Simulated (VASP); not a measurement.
# BaTiO3 (Pm) in VASP: notebook

The runs below take BaTiO3 through single point, with PBE+U.

Program: VASP 6.6.1. These are calculated values, not measurements. Logs are shortened: lines on timing, memory, paths and dates and some standing lists are left out, and cuts for length are marked.

**1. The cell of the first run**

Symmetry: Pm, No. 6, monoclinic system. The conventional cell has a = 4.072 Å, b = 4.008 Å, c = 4.072 Å, α = 90.00°, β = 90.25°, γ = 90.00°. Ba (site symmetry m) has 12 O at 2.45 to 3.34 Å and 8 Ti at 3.46 to 3.57 Å within 3.6 Å. Within 2.5 Å of Ti (site symmetry m) lie 6 O at 1.89 to 2.19 Å. O (site symmetry m) has 2 Ti at 2.07 Å and 2 O at 2.42 Å and 2 Ba at 2.45 to 2.57 Å within 2.7 Å. O (site symmetry m) has 2 Ti at 1.89 to 2.19 Å and 2 O at 2.42 Å within 2.5 Å. O (site symmetry m) has 2 Ti at 1.89 to 2.19 Å within 2.5 Å.

**2. Single point, PBE+U (atom 3 (O) moved by (-0.450, +0.450) A along y and z)**

INCAR

```
SYSTEM = BaTiO3
  ALGO = Normal
  EDIFF = 1E-6
  ENCUT = 520
  GGA = PE
  ISIF = 2
  ISMEAR = 0
  LASPH = .TRUE.
  LCHARG = .FALSE.
  LDAU = .TRUE.
  LDAUJ = 0 0 0
  LDAUL = -1 2 -1
  LDAUPRINT = 1
  LDAUTYPE = 2
  LDAUU = 0 4 0
  LMAXMIX = 4
  LREAL = .FALSE.
  LWAVE = .FALSE.
  NBANDS = 28
  NELM = 150
  PREC = Accurate
  SIGMA = 0.05
```

KPOINTS

```
k-points
0
G
  6 6 6
  0 0 0
```

POSCAR

```
BaTiO3
1.0
    4.0082194129      0.0000000000      0.0000000000
    0.0000000000      2.8732814832      2.8859184405
    0.0000000000     -2.8732814832      2.8859184405
Ba Ti O
1 1 3
Direct
    0.0000000000      0.0080771898      0.0080771898
    0.5000000000      0.5197092923      0.5197092923
    0.0000000000      0.4912839300      0.6478992852
    0.5000000000      0.4938075436      0.9829991481
    0.5000000000      0.9829991481      0.4938075436
```

Potentials or basis: VASP PAW PBE potentials, release 64 (Ba_sv, Ti_sv, O).

Run with:

```bash
$ cat potpaw_PBE.64/Ba_sv/POTCAR potpaw_PBE.64/Ti_sv/POTCAR potpaw_PBE.64/O/POTCAR > POTCAR
$ mpirun -np 1 vasp_std > vasp.out
```

OUTCAR:

```text
SYSTEM = BaTiO3
   EDIFF = 1E-6
   ENCUT = 520
   GGA = PE
   ISIF = 2
   ISMEAR = 0
   LASPH = .TRUE.
   LREAL = .FALSE.
   NELM = 150
   PREC = Accurate

 ion  position               nearest neighbor table
   1  0.000  0.008  0.008-   3 2.45   3 2.57   5 2.82   4 2.82   4 2.82   5 2.82   5 2.90   4 2.90
                             5 2.90   4 2.90   3 3.27   3 3.34   2 3.46   2 3.46   2 3.50   2 3.50
   2  0.500  0.520  0.520-   4 1.89   5 1.89   3 2.07   3 2.07   5 2.19   4 2.19   1 3.46   1 3.46
                             1 3.50   1 3.50   1 3.50   1 3.50   1 3.57   1 3.57
   3  0.000  0.491  0.648-   2 2.07   2 2.07   1 2.45   1 2.57   1 3.27   1 3.34
   4  0.500  0.494  0.983-   2 1.89   2 2.19   1 2.82   1 2.82   1 2.90   1 2.90
   5  0.500  0.983  0.494-   2 1.89   2 2.19   1 2.82   1 2.82   1 2.90   1 2.90

  LATTYP: Found a base centered orthorhombic cell.
 ALAT       =     5.7465629664
 B/A-ratio  =     1.0043980923
 C/A-ratio  =     0.6974985633

  Lattice vectors:

 A1 = (   0.0000000000,   2.8732814832,  -2.8859184405)
 A2 = (   0.0000000000,   2.8732814832,   2.8859184405)
 A3 = (   4.0082194129,   0.0000000000,   0.0000000000)

Analysis of symmetry for initial positions (statically):
=====================================================================
 Subroutine PRICEL returns:
 Original cell was already a primitive cell.

 Routine SETGRP: Setting up the symmetry group for a
 base centered orthorhombic supercell.

 Subroutine GETGRP returns: Found  2 space group operations
 (whereof  2 operations were pure point group operations)
 out of a pool of  8 trial point group operations.

The static configuration has the point symmetry C_1h.

Analysis of symmetry for dynamics (positions and initial velocities):
=====================================================================
 Subroutine PRICEL returns:
 Original cell was already a primitive cell.

 Routine SETGRP: Setting up the symmetry group for a
 base centered orthorhombic supercell.

 Subroutine GETGRP returns: Found  2 space group operations
 (whereof  2 operations were pure point group operations)
 out of a pool of  8 trial point group operations.

The dynamic configuration has the point symmetry C_1h.

 Subroutine INISYM returns: Found  2 space group operations
 (whereof  2 operations are pure point group operations),
 and found     1 'primitive' translations

----------------------------------------------------------------------------------------

                                     Primitive cell

  volume of cell :      66.4728

  direct lattice vectors                    reciprocal lattice vectors
     4.008219413  0.000000000  0.000000000     0.249487340  0.000000000  0.000000000
     0.000000000  2.873281483  2.885918440     0.000000000  0.174017061  0.173255070
     0.000000000 -2.873281483  2.885918440     0.000000000 -0.174017061  0.173255070

  length of vectors
     4.008219413  4.072379124  4.072379124     0.249487340  0.245559070  0.245559070

  position of ions in fractional coordinates (direct lattice)
     0.000000000  0.008077190  0.008077190
     0.500000000  0.519709292  0.519709292
     0.000000000  0.491283930  0.647899285
     0.500000000  0.493807544  0.982999148
     0.500000000  0.982999148  0.493807544

  ion indices of the primitive-cell ions
   primitive index   ion index
                 1           1
                 2           2
                 3           3
                 4           4
                 5           5

[... 54 lines left out ...]
   number of dos      NEDOS =    301   number of ions     NIONS =      5
   total plane-waves  NPLWV =  27000
   dimension x,y,z NGX =    30 NGY =   30 NGZ =   30
   dimension x,y,z NGXF=    60 NGYF=   60 NGZF=   60
   ions per type =               1   1   3
   NGX,Y,Z   is equivalent  to a cutoff of  12.44, 12.25, 12.25 a.u.
   NGXF,Y,Z  is equivalent  to a cutoff of  24.89, 24.49, 24.49 a.u.
 SYSTEM =  BaTiO3
   PREC   = accura    normal or accurate (medium, high low for compatibility)
   ISTART =      0    job   : 0-new  1-cont  2-samecut
   ICHARG =      2    charge: 1-file 2-atom 10-const
   ISPIN  =      1    spin polarized calculation?
   LNONCOLLINEAR =      F non collinear calculations
   LSORBIT =      F    spin-orbit coupling
   LASPH  =      T    aspherical Exc in radial PAW
   ENCUT  =  520.0 eV  38.22 Ry    6.18 a.u.   7.45  7.57  7.57*2*pi/ulx,y,z
   NELM   =    150;   NELMIN=  2; NELMDL= -5     # of ELM steps
   EDIFF  = 0.1E-05   stopping-criterion for ELM
   LREAL  =      F    real-space projection
   EDIFFG = 0.1E-04   stopping-criterion for IOM
   NSW    =      0    number of steps for IOM
   IBRION =     -1    ionic relax: 0-MD 1-quasi-New 2-CG
   NFREE  =      0    steps in history (QN), initial steepest desc. (CG)
   ISIF   =      2    stress and relaxation
   ISYM   =      2    0-nonsym 1-usesym 2-fastsym
   POTIM  = 0.5000    time-step for ionic-motion
   TEBEG  =    0.0;   TEEND  =   0.0 temperature during run
   PSTRESS=    0.0 pullay stress
   NELECT =      40.0000    total number of electrons
   NUPDOWN=      -1.0000    fix difference up-down
   EMIN   =  10.00;   EMAX   =-10.00  energy-range for DOS
   EFERMI =   0.00;   METHOD = LEGACY
   ISMEAR =     0;   SIGMA  =   0.05  broadening in eV -4-tet -1-fermi 0-gaus
   EFERMI_NEDOS =   21; number of points for ismear=-14 and -15
   IALGO  =     38    algorithm
   IMIX   =      4    mixing-type and parameters
     AMIX     =   0.40;   BMIX     =  1.00
     AMIX_MAG =   1.60;   BMIX_MAG =  1.00
  volume/ion in A,a.u.               =      13.29        89.72
  Fermi-wavevector in a.u.,A,eV,Ry     =   1.382124  2.611835 25.990747  1.910266
  Thomas-Fermi vector in A             =   2.506844
   LORBIT       =      0    0 simple, 1 ext, 2 COOP (PROOUT), +10 PAW based schemes
 LDA+U is selected, type is set to LDAUTYPE =  2
   angular momentum for each species LDAUL =    -1    2   -1
   U (eV)           for each species LDAUU =   0.0  4.0  0.0
   J (eV)           for each species LDAUJ =   0.0  0.0  0.0
   GGA     = PE    functional components
   LHFCALC =     F    Hartree Fock is set to
   AEXX    =    0.0000 exact exchange contribution
   IVDW    =     0    specifies the selected vdW correction
   LEPSILON=     F    determine dielectric tensor
   LRPA    =     F    only Hartree local field effects (RPA)
 non-spin polarized calculation
 Gauss-broadening in eV      SIGMA  =   0.05
  energy-cutoff  :      520.00
  volume of cell :       66.47
 maximum number of plane-waves:      1811
 NGX is ok and might be reduce to    30
   NGX = 15   NGY = 15   NGZ = 15

atom =   2  type =  2  l = 2

 onsite density matrix

spin component  1

  0.1069  0.0000  0.0000  0.0024  0.0000
  0.0000  0.2445 -0.0027  0.0000  0.0019
  0.0000 -0.0027  0.1422  0.0000 -0.0465
  0.0024  0.0000  0.0000  0.0956  0.0000
  0.0000  0.0019 -0.0465  0.0000  0.2114

spin component  2

  0.1069  0.0000  0.0000  0.0024  0.0000
  0.0000  0.2445 -0.0027  0.0000  0.0019
  0.0000 -0.0027  0.1422  0.0000 -0.0465
  0.0024  0.0000  0.0000  0.0956  0.0000
  0.0000  0.0019 -0.0465  0.0000  0.2114

 occupancies and eigenvectors

  o =  0.0951  v = -0.1969  0.0000  0.0000  0.9804  0.0000  0.0000  0.0000  0.0000  0.0000  0.0000      0.0000  0.0000  0.0000  0.0000  0.0000  0.0000  0.0000  0.0000  0.0000  0.0000
  o =  0.0951  v =  0.0000  0.0000  0.0000  0.0000  0.0000 -0.1969  0.0000  0.0000  0.9804  0.0000      0.0000  0.0000  0.0000  0.0000  0.0000  0.0000  0.0000  0.0000  0.0000  0.0000
  o =  0.1074  v =  0.0000  0.0000  0.0000  0.0000  0.0000 -0.9804  0.0000  0.0000 -0.1969  0.0000      0.0000  0.0000  0.0000  0.0000  0.0000  0.0000  0.0000  0.0000  0.0000  0.0000
  o =  0.1074  v = -0.9804  0.0000  0.0000 -0.1969  0.0000  0.0000  0.0000  0.0000  0.0000  0.0000      0.0000  0.0000  0.0000  0.0000  0.0000  0.0000  0.0000  0.0000  0.0000  0.0000
  o =  0.1188  v =  0.0000  0.0126  0.8935  0.0000  0.4488  0.0000  0.0000  0.0000  0.0000  0.0000      0.0000  0.0000  0.0000  0.0000  0.0000  0.0000  0.0000  0.0000  0.0000  0.0000
  o =  0.1188  v =  0.0000  0.0000  0.0000  0.0000  0.0000  0.0000  0.0126  0.8935  0.0000  0.4488      0.0000  0.0000  0.0000  0.0000  0.0000  0.0000  0.0000  0.0000  0.0000  0.0000
  o =  0.2340  v =  0.0000  0.2711  0.4290  0.0000 -0.8617  0.0000  0.0000  0.0000  0.0000  0.0000      0.0000  0.0000  0.0000  0.0000  0.0000  0.0000  0.0000  0.0000  0.0000  0.0000
  o =  0.2340  v =  0.0000  0.0000  0.0000  0.0000  0.0000  0.0000  0.2711  0.4290  0.0000 -0.8617      0.0000  0.0000  0.0000  0.0000  0.0000  0.0000  0.0000  0.0000  0.0000  0.0000
  o =  0.2454  v =  0.0000  0.0000  0.0000  0.0000  0.0000  0.0000 -0.9625  0.1325  0.0000 -0.2369      0.0000  0.0000  0.0000  0.0000  0.0000  0.0000  0.0000  0.0000  0.0000  0.0000
  o =  0.2454  v =  0.0000 -0.9625  0.1325  0.0000 -0.2369  0.0000  0.0000  0.0000  0.0000  0.0000      0.0000  0.0000  0.0000  0.0000  0.0000  0.0000  0.0000  0.0000  0.0000  0.0000

 number of electron      39.9999989 magnetization

 Free energy of the ion-electron system (eV)
  ---------------------------------------------------
  ext. energy  EPLUGINS =         0.00000000
  ---------------------------------------------------
  free energy    TOTEN  =       -36.19486206 eV

  energy without entropy =      -36.19486206  energy(sigma->0) =      -36.19486206

 E-fermi :   4.3611     XC(G=0): -11.0494

 val. band max:        4.0174470109   @ k =   0.5000   0.5000   0.5000
 cond. band min:       6.0111444935   @ k =   0.0000   0.0000   0.0000
 fundamental gap:      1.9936974826
 Fermi energy:         4.3611250196

 k-point     1 :       0.0000    0.0000    0.0000
  band No.  band energies     occupation
      1     -54.0817      2.00000
      2     -30.2762      2.00000
      3     -30.2511      2.00000
      4     -30.2221      2.00000
      5     -21.0634      2.00000
      6     -13.2143      2.00000
[... 733 lines left out ...]
     27      11.9400      0.00000
     28      12.1984      0.00000

 [... further k-points ...]
[... 5 lines left out ...]
  --------------------------------------------------------------------------------------
  -------------------------------------------------------------------------------------
  Total        2.7187954      3.2631299      1.7627927      0.0000000      0.4379259      0.0000000
  in kB       65.5304883     78.6504535     42.4881785      0.0000000     10.5552242      0.0000000
  external PRESSURE =      62.2230401 kB  Pullay stress =       0.0000000 kB

 VOLUME and BASIS-vectors are now :
 -----------------------------------------------------------------------------
  energy-cutoff  :      520.00
  volume of cell :       66.47
      direct lattice vectors                 reciprocal lattice vectors
     4.008219413  0.000000000  0.000000000     0.249487340  0.000000000  0.000000000
     0.000000000  2.873281483  2.885918440     0.000000000  0.174017061  0.173255070
     0.000000000 -2.873281483  2.885918440     0.000000000 -0.174017061  0.173255070

 POSITION                                       TOTAL-FORCE (eV/Angst)
 -----------------------------------------------------------------------------------
      0.00000      0.00000      0.04662         0.000000     -0.745305      0.228033
      2.00411      0.00000      2.99968         0.000000     -0.564055     -0.068701
      0.00000     -0.45000      3.28759         0.000000      2.877210     -2.325506
      2.00411     -1.40559      4.26194         0.000000     -2.036238      2.039576
      2.00411      1.40559      4.26194         0.000000      0.468388      0.126599
 -----------------------------------------------------------------------------------
    total drift:                                0.000000      0.000260      0.000203

  FREE ENERGIE OF THE ION-ELECTRON SYSTEM (eV)
  ---------------------------------------------------
  free  energy   TOTEN  =       -36.1948620608 eV

  energy  without entropy=      -36.1948620608  energy(sigma->0) =      -36.19486206
```

Wall time 2.1 min (1 thread of Intel Xeon Platinum 8488C (Sapphire Rapids), shared host); peak memory 0.27 GiB.

What came out:

```yaml
Free_energy: -36.1949 eV
Pressure: 6.2 GPa
Largest_force: 3.700 eV/Å
Band_gap_on_the_k_mesh: 1.99 eV (least direct gap 2.24 eV)
```

Forces on the atoms (eV/Å):
```
Ba   0.000 -0.745  0.228
Ti   0.000 -0.564 -0.069
O    0.000  2.877 -2.326
O    0.000 -2.036  2.040
O    0.000  0.468  0.127
```

Levels at points of the mesh, in eV from the valence-band top:
```
           k point  band 16  band 17  band 18  band 19  band 20  band 21  band 22  band 23  band 24  band 25
(0.00, 0.00, 0.00)    -1.68    -1.32    -1.16    -0.90    -0.25     1.99     2.44     2.97     3.62     3.69
(0.50, 0.00, 0.00)    -2.40    -1.70    -1.48    -1.37    -0.55     2.36     2.44     3.08     3.63     4.65
(0.00, 0.50, 0.00)    -2.18    -2.02    -1.78    -1.10    -0.52     2.75     3.49     3.55     3.67     5.13
(0.00, 0.00, 0.50)    -2.43    -2.30    -1.92    -1.20    -0.33     2.24     3.51     3.75     3.84     5.30
(0.50, 0.50, 0.00)    -2.36    -2.07    -1.18    -0.81    -0.58     2.78     3.52     3.87     4.06     6.03
(0.50, 0.00, 0.50)    -2.63    -2.30    -1.38    -1.34    -0.03     3.31     3.49     3.56     4.00     6.09
(0.00, 0.50, 0.50)    -2.94    -1.25    -1.05    -0.75    -0.53     3.48     3.83     3.88     4.33     6.73
(0.50, 0.50, 0.50)    -2.44    -2.32    -0.67    -0.46     0.00     3.46     3.96     4.07     5.12     6.06
```

Eigenvalues of the final occupation matrices:
```
    site  spin  trace               eigenvalues
site 2 d     1   0.80  0.10 0.11 0.12 0.23 0.25
site 2 d     2   0.80  0.10 0.11 0.12 0.23 0.25
```

Caveat: the cell differs from its parent crystal (atom 3 (O) moved by (-0.450, +0.450) A along y and z); the cell stands under pressure; spin-orbit coupling is left out, which moves the levels of the heavy elements; forces of over 1 eV/Å act on the atoms, so gaps and moduli don't describe the material at rest. A k mesh can miss the band edges.

(Part 1 of 2 ends here.)
